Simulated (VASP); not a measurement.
# LiNbO3 (R3c) in VASP: single point with PBEsol

Aim: the single point of LiNbO3 with PBEsol.

Everything below comes from runs of VASP 6.6.1. Logs are shortened: lines on timing, memory, paths and dates and some standing lists are left out, and cuts for length are marked.

**1. The cell of the first run**

Symmetry: R3c, No. 161, trigonal system. The conventional cell has a = 5.249 Å, b = 5.249 Å, c = 13.800 Å, α = 90.00°, β = 90.00°, γ = 120.00°. Within 2.8 Å of Li (site symmetry 3) lie 6 O at 2.11 to 2.44 Å. Nb (site symmetry 3) has 6 O at 1.90 to 2.07 Å within 2.5 Å. Within 2.5 Å of O (site symmetry 1) lie 2 Nb at 1.90 to 2.07 Å and 2 Li at 2.11 to 2.44 Å.

**2. Single point, PBEsol**

Contents of INCAR:

```
PREC = Accurate
ENCUT = 520
EDIFF = 1E-6
ISMEAR = -1
SIGMA = 0.1
LREAL = F
LASPH = T
NELM = 80
ALGO = Normal
ISIF = 2
LWAVE = F
LCHARG = T
GGA = PS
LELF = T
LVHAR = T
NBANDS = 45
```

Contents of KPOINTS:

```
Automatic mesh
0
Gamma
  6 6 6
```

Contents of POSCAR:

```
LiNbO3
1.0
    5.2487720000      0.0000000000      0.0000000000
   -2.6243860000      4.5455770000      0.0000000000
   -2.6243860000      1.5151920000      4.5999480000
Li Nb O
2 2 6
Direct
    0.2850000000      0.7150000000      0.8550000000
    0.7850000000      0.2150000000      0.3550000000
    0.0090000000      0.9910000000      0.0270000000
    0.5090000000      0.4910000000      0.5270000000
    0.1397000000      0.2466000000      0.2499000000
    0.7534000000      0.6432000000      0.2499000000
    0.3568000000      0.8603000000      0.2499000000
    0.2534000000      0.3603000000      0.7499000000
    0.8568000000      0.7466000000      0.7499000000
    0.6397000000      0.1432000000      0.7499000000
```

Potentials or basis: VASP PAW PBE potentials, release 64 (Li_sv, Nb_sv, O).

Started as:

```console
$ cat potpaw_PBE.64/Li_sv/POTCAR potpaw_PBE.64/Nb_sv/POTCAR potpaw_PBE.64/O/POTCAR > POTCAR
$ mpirun -np 1 vasp_std > vasp.out
```

OUTCAR:

```text
PREC = Accurate
   ENCUT = 520
   EDIFF = 1E-6
   ISMEAR = -1
   LREAL = F
   LASPH = T
   NELM = 80
   ISIF = 2
   GGA = PS

 ion  position               nearest neighbor table
   1  0.285  0.715  0.855-   9 2.11   8 2.11  10 2.11
   2  0.785  0.215  0.355-   5 2.11   7 2.11   6 2.11
   3  0.009  0.991  0.027-   7 1.90   6 1.90   5 1.90  10 2.07   8 2.07   9 2.07
   4  0.509  0.491  0.527-   8 1.90  10 1.90   9 1.90   6 2.07   7 2.07   5 2.07
   5  0.140  0.247  0.250-   3 1.90   4 2.07   2 2.11
   6  0.753  0.643  0.250-   3 1.90   4 2.07   2 2.11
   7  0.357  0.860  0.250-   3 1.90   4 2.07   2 2.11
   8  0.253  0.360  0.750-   4 1.90   3 2.07   1 2.11
   9  0.857  0.747  0.750-   4 1.90   3 2.07   1 2.11
  10  0.640  0.143  0.750-   4 1.90   3 2.07   1 2.11

  LATTYP: Found a trigonal (rhomboedric) cell.
 ALAT       =     5.5084258052
 COS(alpha) =     0.5460253456

  Lattice vectors:

 A1 = (  -0.0000000000,  -3.0303850000,   4.5999480000)
 A2 = (   2.6243860000,   1.5151920000,   4.5999480000)
 A3 = (  -2.6243860000,   1.5151920000,   4.5999480000)

Analysis of symmetry for initial positions (statically):
=====================================================================
 Subroutine PRICEL returns:
 Original cell was already a primitive cell.

 Routine SETGRP: Setting up the symmetry group for a
 trigonal (rhombohedral) supercell.

 Subroutine GETGRP returns: Found  6 space group operations
 (whereof  3 operations were pure point group operations)
 out of a pool of 12 trial point group operations.

The static configuration has the point symmetry C_3 .
 The point group associated with its full space group is C_3v.

Analysis of symmetry for dynamics (positions and initial velocities):
=====================================================================
 Subroutine PRICEL returns:
 Original cell was already a primitive cell.

 Routine SETGRP: Setting up the symmetry group for a
 trigonal (rhombohedral) supercell.

 Subroutine GETGRP returns: Found  6 space group operations
 (whereof  3 operations were pure point group operations)
 out of a pool of 12 trial point group operations.

The dynamic configuration has the point symmetry C_3 .
 The point group associated with its full space group is C_3v.

 Subroutine INISYM returns: Found  6 space group operations
 (whereof  3 operations are pure point group operations),
 and found     1 'primitive' translations

----------------------------------------------------------------------------------------

                                     Primitive cell

  volume of cell :     109.7488

  direct lattice vectors                    reciprocal lattice vectors
     5.248772000  0.000000000  0.000000000     0.190520754  0.109997037  0.072464595
    -2.624386000  4.545577000  0.000000000     0.000000000  0.219994073 -0.072464571
    -2.624386000  1.515192000  4.599948000     0.000000000  0.000000000  0.217393762

  length of vectors
     5.248772000  5.248778157  5.508423575     0.231621725  0.231621472  0.217393762

  position of ions in fractional coordinates (direct lattice)
     0.285000000  0.715000000  0.855000000
     0.785000000  0.215000000  0.355000000
     0.009000000  0.991000000  0.027000000
     0.509000000  0.491000000  0.527000000
     0.139700000  0.246600000  0.249900000
     0.753400000  0.643200000  0.249900000
     0.356800000  0.860300000  0.249900000
     0.253400000  0.360300000  0.749900000
     0.856800000  0.746600000  0.749900000
     0.639700000  0.143200000  0.749900000

  ion indices of the primitive-cell ions
   primitive index   ion index
                 1           1
                 2           2
                 3           3
                 4           4
                 5           5
                 6           6
                 7           7
                 8           8
                 9           9
                10          10

----------------------------------------------------------------------------------------

 KPOINTS: Automatic mesh

Automatic generation of k-mesh.
 Grid dimensions read from file:
 generate k-points for:    6    6    6

 Generating k-lattice:

  Cartesian coordinates                     Fractional coordinates (reciprocal lattice)
     0.031753459  0.018332839  0.012077433     0.166666667  0.000000000 -0.000000000
     0.000000000  0.036665679 -0.012077429     0.000000000  0.166666667 -0.000000000
     0.000000000  0.000000000  0.036232294     0.000000000  0.000000000  0.166666667

  Length of vectors
     0.038603621  0.038603579  0.036232294

  Shift w.r.t. Gamma in fractional coordinates (k-lattice)
     0.000000000  0.000000000  0.000000000

 Subroutine IBZKPT returns following result:
 ===========================================

 Found     32 irreducible k-points:

 Following reciprocal coordinates:
            Coordinates               Weight
  0.000000  0.000000  0.000000      1.000000
  0.166667  0.000000  0.000000      6.000000
  0.333333  0.000000  0.000000      6.000000
  0.500000 -0.000000  0.000000      3.000000
  0.166667  0.166667  0.000000      6.000000
  0.333333  0.166667  0.000000     12.000000
[... 16 lines left out ...]
  0.500000  0.500000  0.166667      6.000000
  0.166667 -0.333333  0.166667     12.000000
 [... further k-points ...]
   k-points           NKPTS =     32   k-points in BZ     NKDIM =     32   number of bands    NBANDS=     45
   number of dos      NEDOS =    301   number of ions     NIONS =     10
   total plane-waves  NPLWV =  67200
   dimension x,y,z NGX =    40 NGY =   40 NGZ =   42
   dimension x,y,z NGXF=    80 NGYF=   80 NGZF=   84
   ions per type =               2   2   6
   NGX,Y,Z   is equivalent  to a cutoff of  12.67, 12.67, 12.68 a.u.
   NGXF,Y,Z  is equivalent  to a cutoff of  25.34, 25.34, 25.35 a.u.
 SYSTEM =  unknown system
   PREC   = accura    normal or accurate (medium, high low for compatibility)
   ISTART =      0    job   : 0-new  1-cont  2-samecut
   ICHARG =      2    charge: 1-file 2-atom 10-const
   ISPIN  =      1    spin polarized calculation?
   LNONCOLLINEAR =      F non collinear calculations
   LSORBIT =      F    spin-orbit coupling
   LASPH  =      T    aspherical Exc in radial PAW
   ENCUT  =  520.0 eV  38.22 Ry    6.18 a.u.   9.76  9.76 10.24*2*pi/ulx,y,z
   NELM   =     80;   NELMIN=  2; NELMDL= -5     # of ELM steps
   EDIFF  = 0.1E-05   stopping-criterion for ELM
   LREAL  =      F    real-space projection
[... 7 lines left out ...]
   TEBEG  =    0.0;   TEEND  =   0.0 temperature during run
   PSTRESS=    0.0 pullay stress
   NELECT =      68.0000    total number of electrons
   NUPDOWN=      -1.0000    fix difference up-down
   EMIN   =  10.00;   EMAX   =-10.00  energy-range for DOS
   EFERMI =   0.00;   METHOD = LEGACY
   ISMEAR =    -1;   SIGMA  =   0.10  broadening in eV -4-tet -1-fermi 0-gaus
   EFERMI_NEDOS =   21; number of points for ismear=-14 and -15
   IALGO  =     38    algorithm
   IMIX   =      4    mixing-type and parameters
     AMIX     =   0.40;   BMIX     =  1.00
     AMIX_MAG =   1.60;   BMIX_MAG =  1.00
  volume/ion in A,a.u.               =      10.97        74.06
  Fermi-wavevector in a.u.,A,eV,Ry     =   1.395654  2.637405 26.502128  1.947851
  Thomas-Fermi vector in A             =   2.519085
   LORBIT       =      0    0 simple, 1 ext, 2 COOP (PROOUT), +10 PAW based schemes
   GGA     = PS    functional components
   LHFCALC =     F    Hartree Fock is set to
   AEXX    =    0.0000 exact exchange contribution
   IVDW    =     0    specifies the selected vdW correction
   LEPSILON=     F    determine dielectric tensor
   LRPA    =     F    only Hartree local field effects (RPA)
 non-spin polarized calculation
  energy-cutoff  :      520.00
  volume of cell :      109.75
 maximum number of plane-waves:      2978
   NGX = 19   NGY = 19   NGZ = 21

 number of electron      68.0000012 magnetization

 Free energy of the ion-electron system (eV)
  ---------------------------------------------------
  ext. energy  EPLUGINS =         0.00000000
  ---------------------------------------------------
  free energy    TOTEN  =       -83.18988024 eV

  energy without entropy =      -83.18987928  energy(sigma->0) =      -83.18987976

 E-fermi :   4.7867     XC(G=0): -10.8447

 val. band max:        3.3011330714   @ k =   0.1667   0.1667   0.0000
 cond. band min:       6.1043688925   @ k =   0.0000   0.0000   0.0000
 fundamental gap:      2.8032358212
 Fermi energy:         4.7867000718

 k-point     1 :       0.0000    0.0000    0.0000
  band No.  band energies     occupation
      1     -50.8707      2.00000
      2     -50.8565      2.00000
      3     -39.1702      2.00000
      4     -39.1683      2.00000
      5     -27.1952      2.00000
      6     -27.1952      2.00000
[... 37 lines left out ...]
     44      13.0592      0.00000
     45      14.3056      0.00000

 k-point     2 :       0.1667    0.0000    0.0000
  band No.  band energies     occupation
      1     -50.8698      2.00000
      2     -50.8574      2.00000
      3     -39.1701      2.00000
      4     -39.1685      2.00000
      5     -27.1853      2.00000
      6     -27.1845      2.00000
[... 37 lines left out ...]
     44      13.2201      0.00000
     45      14.0634      0.00000

 k-point     3 :       0.3333    0.0000    0.0000
  band No.  band energies     occupation
      1     -50.8671      2.00000
      2     -50.8600      2.00000
      3     -39.1698      2.00000
      4     -39.1688      2.00000
      5     -27.1572      2.00000
      6     -27.1550      2.00000
[... 997 lines left out ...]
     44      13.0498      0.00000
     45      13.3643      0.00000

 k-point    24 :       0.1667   -0.3333    0.1667
  band No.  band energies     occupation
      1     -50.8660      2.00000
      2     -50.8612      2.00000
      3     -39.1696      2.00000
      4     -39.1690      2.00000
      5     -27.1971      2.00000
      6     -27.1565      2.00000
[... 37 lines left out ...]
     44      12.5434      0.00000
     45      13.0651      0.00000

 [... further k-points ...]

------------------------ aborting loop because EDIFF is reached ----------------------------------------

  FORCE on cell =-STRESS in cart. coord.  units (eV):
  Direction    XX          YY          ZZ          XY          YZ          ZX
  --------------------------------------------------------------------------------------
  -------------------------------------------------------------------------------------
  Total       -1.3970314     -1.3970357     -1.1079196      0.0000000      0.0000001     -0.0000000
  in kB      -20.3946893    -20.3947530    -16.1740649      0.0000000      0.0000012     -0.0000000
  external PRESSURE =     -18.9878357 kB  Pullay stress =       0.0000000 kB

 VOLUME and BASIS-vectors are now :
 -----------------------------------------------------------------------------
  energy-cutoff  :      520.00
  volume of cell :      109.75
      direct lattice vectors                 reciprocal lattice vectors
     5.248772000  0.000000000  0.000000000     0.190520754  0.109997037  0.072464595
    -2.624386000  4.545577000  0.000000000     0.000000000  0.219994073 -0.072464571
    -2.624386000  1.515192000  4.599948000     0.000000000  0.000000000  0.217393762

 POSITION                                       TOTAL-FORCE (eV/Angst)
 -----------------------------------------------------------------------------------
     -2.62439      4.54558      3.93296        -0.000000     -0.000000      0.005080
      2.62439      1.51519      1.63298        -0.000000     -0.000000      0.005080
     -2.62439      4.54558      0.12420        -0.000000     -0.000000      0.354561
      0.00000      3.03038      2.42417        -0.000000     -0.000000      0.354561
     -0.56975      1.49959      1.14953        -0.238033      0.567678     -0.119881
      1.61059      3.30236      1.14953        -0.372606     -0.489982     -0.119881
     -1.04083      4.28921      1.14953         0.610639     -0.077695     -0.119881
     -1.58355      2.77401      3.44950        -0.610639     -0.077695     -0.119881
      0.56975      4.52997      3.44950         0.238033      0.567678     -0.119881
      1.01380      1.78717      3.44950         0.372606     -0.489982     -0.119881
 -----------------------------------------------------------------------------------
    total drift:                                0.000020     -0.000063      0.000952

  FREE ENERGIE OF THE ION-ELECTRON SYSTEM (eV)
  ---------------------------------------------------
  free  energy   TOTEN  =       -83.1898802445 eV

  energy  without entropy=      -83.1898792838  energy(sigma->0) =      -83.18987976
```

Wall time 3 min (1 thread of AMD EPYC 7R43 (Zen 3), shared host); peak memory 0.27 GiB.

What came out:

```yaml
Free_energy: -83.1899 eV
Largest_force: 0.627 eV/Å
Band_gap_on_the_k_mesh: 2.80 eV (least direct gap 2.84 eV)
```

Forces in eV/Å, atoms in the order of the input:
```
Li   0.000  0.000  0.005
Li   0.000  0.000  0.005
Nb   0.000  0.000  0.355
Nb   0.000  0.000  0.355
O   -0.238  0.568 -0.120
O   -0.373 -0.490 -0.120
O    0.611 -0.078 -0.120
O   -0.611 -0.078 -0.120
O    0.238  0.568 -0.120
O    0.373 -0.490 -0.120
```

Caveat: the cutoff is under 1.25 times the usual one of these potentials, so pressure, stress and relaxed cells hold a basis-set (Pulay) error; the PAW data sets were made with another functional, which shifts forces and pressure a little. Expect the measured gap to be larger: semilocal functionals such as PBEsol lack the derivative discontinuity.
